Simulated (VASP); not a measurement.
# BP (I-4m2) in VASP: notebook, part 2 of 2

VASP 6.6.1. Earlier steps stand in the parts before.

## 4. Single point, PBE (strain +0.0200 x Voigt [0, 1, 0, 0, 0, 0])

Contents of INCAR:

```
SYSTEM = BP
ALGO = Normal
EDIFF = 1E-6
ENCUT = 520
GGA = PE
ISIF = 2
ISMEAR = 0
LASPH = .TRUE.
LCHARG = .FALSE.
LREAL = .FALSE.
LWAVE = .FALSE.
NBANDS = 11
NELM = 60
PREC = Accurate
SIGMA = 0.05
```

Contents of KPOINTS:

```
k-points
0
G
  10 10 10
  0 0 0
```

Contents of POSCAR:

```
BP
1.0
    0.0000000000      2.3196348994      2.2741518622
    2.2741518622      0.0000000000      2.2741518622
    2.2741518622      2.3196348994      0.0000000000
B P
1 1
Direct
    0.0000000000      0.0000000000      0.0000000000
    0.7500000000      0.7500000000      0.7500000000
```

Potentials or basis: VASP PAW PBE potentials, release 64 (B, P).

On the command line:

```console
> cat potpaw_PBE.64/B/POTCAR potpaw_PBE.64/P/POTCAR > POTCAR
> mpirun -np 1 vasp_std > vasp.out
```

OUTCAR:

```text
SYSTEM = BP
   EDIFF = 1E-6
   ENCUT = 520
   GGA = PE
   ISIF = 2
   ISMEAR = 0
   LASPH = .TRUE.
   LREAL = .FALSE.
   NELM = 60
   PREC = Accurate

 ion  position               nearest neighbor table
   1  0.000  0.000  0.000-   2 1.98   2 1.98   2 1.98   2 1.98
   2  0.750  0.750  0.750-   1 1.98   1 1.98   1 1.98   1 1.98

  LATTYP: Found a body centered tetragonal cell.
 ALAT       =     3.2161364064
 C/A-ratio  =     1.4424978336

  Lattice vectors:

[... 524 lines left out ...]

  FORCE on cell =-STRESS in cart. coord.  units (eV):
  Direction    XX          YY          ZZ          XY          YZ          ZX
  --------------------------------------------------------------------------------------
  -------------------------------------------------------------------------------------
  Total       -0.2270935     -1.0247713     -0.2270935      0.0000000      0.0000000      0.0000000
  in kB      -15.1644491    -68.4303850    -15.1644491      0.0000000      0.0000000      0.0000000
  external PRESSURE =     -32.9197611 kB  Pullay stress =       0.0000000 kB

 VOLUME and BASIS-vectors are now :
 -----------------------------------------------------------------------------
  energy-cutoff  :      520.00
  volume of cell :       23.99
      direct lattice vectors                 reciprocal lattice vectors
     0.000000000  2.319634899  2.274151862    -0.219862186  0.215551163  0.219862186
     2.274151862  0.000000000  2.274151862     0.219862186 -0.215551163  0.219862186
     2.274151862  2.319634899  0.000000000     0.219862186  0.215551163 -0.219862186

 POSITION                                       TOTAL-FORCE (eV/Angst)
 -----------------------------------------------------------------------------------
      0.00000      0.00000      0.00000        -0.000000     -0.000000     -0.000000
      3.41123      3.47945      3.41123         0.000000      0.000000      0.000000
 -----------------------------------------------------------------------------------
    total drift:                               -0.000000     -0.000000     -0.000000

  FREE ENERGIE OF THE ION-ELECTRON SYSTEM (eV)
  ---------------------------------------------------
  free  energy   TOTEN  =       -12.9206827407 eV

  energy  without entropy=      -12.9206827407  energy(sigma->0) =      -12.92068274
```

OSZICAR:

```text
N       E                     dE             d eps       ncg     rms          rms(c)
DAV:   1     0.939403877448E+01    0.93940E+01   -0.39587E+03  2244   0.654E+02
DAV:   2    -0.129341564229E+02   -0.22328E+02   -0.21122E+02  2990   0.109E+02
DAV:   3    -0.135697017310E+02   -0.63555E+00   -0.63339E+00  2860   0.158E+01
DAV:   4    -0.135722708361E+02   -0.25691E-02   -0.25688E-02  2591   0.118E+00
DAV:   5    -0.135722841959E+02   -0.13360E-04   -0.13360E-04  2798   0.836E-02    0.693E+00
DAV:   6    -0.130104467002E+02    0.56184E+00   -0.13166E+00  2520   0.488E+00    0.374E+00
DAV:   7    -0.129276613749E+02    0.82785E-01   -0.20753E-01  2820   0.227E+00    0.130E+00
DAV:   8    -0.129201447559E+02    0.75166E-02   -0.25497E-02  2638   0.904E-01    0.184E-01
DAV:   9    -0.129204736700E+02   -0.32891E-03   -0.71899E-04  2642   0.178E-01    0.113E-01
DAV:  10    -0.129206712386E+02   -0.19757E-03   -0.24940E-04  2516   0.990E-02    0.274E-02
DAV:  11    -0.129206817918E+02   -0.10553E-04   -0.11089E-05  2862   0.221E-02    0.310E-02
DAV:  12    -0.129206828633E+02   -0.10715E-05   -0.44596E-06  2538   0.104E-02    0.124E-02
DAV:  13    -0.129206827407E+02    0.12259E-06   -0.11385E-07  1266   0.224E-03
   1 F= -.12920683E+02 E0= -.12920683E+02  d E =-.398738E-18
```

stdout:

```text
POSCAR found type information on POSCAR B P
 POSCAR found :  2 types and       2 ions
 scaLAPACK will be used
 LDA part: xc-table for (Slater+PW92), standard interpolation
 POSCAR, INCAR and KPOINTS ok, starting setup
 FFT: planning ... GRIDC
 FFT: planning ... GRID_SOFT
 FFT: planning ... GRID
 WAVECAR not read
 entering main loop
```

Run time: 6.8 s. Hardware: 1 thread of Intel Xeon 6975P-C (Granite Rapids), shared host; peak memory 0.14 GiB.

What came out:

```
Free energy            : -12.9207 eV
Pressure               : -3.3 GPa
Band gap on the k mesh : 1.13 eV, indirect (least direct gap 3.26 eV)
```

Stress tensor (GPa, compression positive):
```
-1.52  0.00  0.00
 0.00 -6.84  0.00
 0.00  0.00 -1.52
```

Caveat: the cell differs from its parent crystal (strain +0.0200 x Voigt [0, 1, 0, 0, 0, 0]).

## 5. Single point, PBE (strain +0.0300 x Voigt [0, 1, 0, 0, 0, 0])

Contents of INCAR:

```
SYSTEM = BP
ALGO = Normal
EDIFF = 1E-7
ENCUT = 520
GGA = PE
ISIF = 2
ISMEAR = 0
LASPH = .True.
LCHARG = .True.
LELF = .True.
LREAL = .False.
LVHAR = .True.
LWAVE = .False.
NBANDS = 11
NELM = 80
PREC = Accurate
SIGMA = 0.05
```

Contents of KPOINTS:

```
k-points
0
Gamma
  10 10 10
  0 0 0
```

Contents of POSCAR:

```
BP
1.0
    0.0000000000      2.3423764181      2.2741518622
    2.2741518622      0.0000000000      2.2741518622
    2.2741518622      2.3423764181      0.0000000000
B P
1 1
Direct
    0.0000000000      0.0000000000      0.0000000000
    0.7500000000      0.7500000000      0.7500000000
```

On the command line:

```console
> cat potpaw_PBE.64/B/POTCAR potpaw_PBE.64/P/POTCAR > POTCAR
> mpirun -np 1 vasp_std > vasp.out
```

Run time: 7.2 s. Hardware: 1 thread of Intel Xeon 6975P-C (Granite Rapids), shared host; peak memory 0.15 GiB.

Results (log left out):

| Property | Result |
| --- | --- |
| Free energy | -12.9084 eV |
| Pressure | -4.7 GPa |
| Band gap on the k mesh | 1.07 eV, indirect (least direct gap 3.20 eV) |

Stress tensor (GPa, compression positive):
```
 -2.06   0.00   0.00
  0.00 -10.04   0.00
  0.00   0.00  -2.06
```

Levels at points of the mesh, in eV from the valence-band top:
```csv
k point,band 2,band 3,band 4,band 5,band 6,band 7
"(0.00, 0.00, 0.00)",-0.29,0.00,0.00,3.20,3.20,3.37
"(0.50, 0.00, 0.00)",-8.87,-2.00,-1.62,3.37,4.56,4.73
"(0.50, 0.50, 0.00)",-8.41,-4.21,-4.15,1.20,1.46,11.37
"(0.50, 0.00, 0.50)",-8.66,-3.88,-3.88,1.52,1.87,11.68
```

Caveat: the cell differs from its parent crystal (strain +0.0300 x Voigt [0, 1, 0, 0, 0, 0]).

## 6. Summary

```csv
cell,gap on the mesh (eV),pressure (GPa)
"a = 3.200, b = 3.216 Å, angles 59.8, 60.3, 59.8°, 2 atoms",1.08,1.4
"a = 3.232, b = 3.216 Å, angles 60.2, 59.7, 60.2°, 2 atoms",1.19,-1.8
"a = 3.248, b = 3.216 Å, angles 60.3, 59.3, 60.3°, 2 atoms",1.13,-3.3
"a = 3.265, b = 3.216 Å, angles 60.5, 59.0, 60.5°, 2 atoms",1.07,-4.7
```

Alike in all rows: task single point; level PBE; potentials or basis VASP PAW PBE potentials, release 64 (B, P); no spin polarisation; k mesh 10 × 10 × 10; cutoff (eV) 520; smearing gaussian 0.05 eV.

Total energies depend on the potentials used, so only differences within one code and one set of settings carry meaning.
